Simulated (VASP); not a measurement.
Input of a VASP 6.6.1 run:

The input INCAR:

```
PREC     = Accurate       # precision mode
ENCUT    = 520            # plane-wave cutoff, eV
EDIFF    = 1E-6           # SCF threshold, eV
ISMEAR   = 0              # smearing method
SIGMA    = 0.05           # smearing width, eV
LREAL    = F              # projectors in reciprocal space
LASPH    = T              # aspherical terms in the spheres
NELM     = 150            # most SCF steps
ALGO     = Normal         # electronic algorithm
ISIF     = 2              # what is computed and relaxed
LWAVE    = F              # write WAVECAR
LCHARG   = F              # write CHGCAR
ISPIN    = 2              # spin polarisation
MAGMOM   = 2 0            # initial moments
LORBIT   = 11             # projections on sites
LMAXMIX  = 4              # l up to which the mixer works
GGA      = PE             # functional
NBANDS   = 19             # bands
```

KPOINTS

```
Automatic mesh
0
Gamma
  8 8 8
```

POSCAR

```
NiO
1.0
    0.0000000000      2.0859016414      2.0859016414
    2.0859016414      0.0000000000      2.0859016414
    2.0859016414      2.0859016414      0.0000000000
Ni O
1 1
Direct
    0.0000000000      0.0000000000      0.0000000000
    0.5000000000      0.5000000000      0.5000000000
```

Potentials or basis: VASP PAW PBE potentials, release 64 (Ni, O).

Command:

```sh
$ cat potpaw_PBE.64/Ni/POTCAR potpaw_PBE.64/O/POTCAR > POTCAR
$ mpirun -np 1 vasp_std > vasp.out
```

Task: What does it give for the site moments?

Result: Ni +1.49; O +0.29 μB.

Task: Predict the pressure.

Result: 6.7 GPa.

Task: Estimate the net moment.

Result: 1.83 μB per cell.

Caveat: the cell stands under pressure; a cell with one magnetic atom can't hold antiferromagnetic order, which such compounds often take.
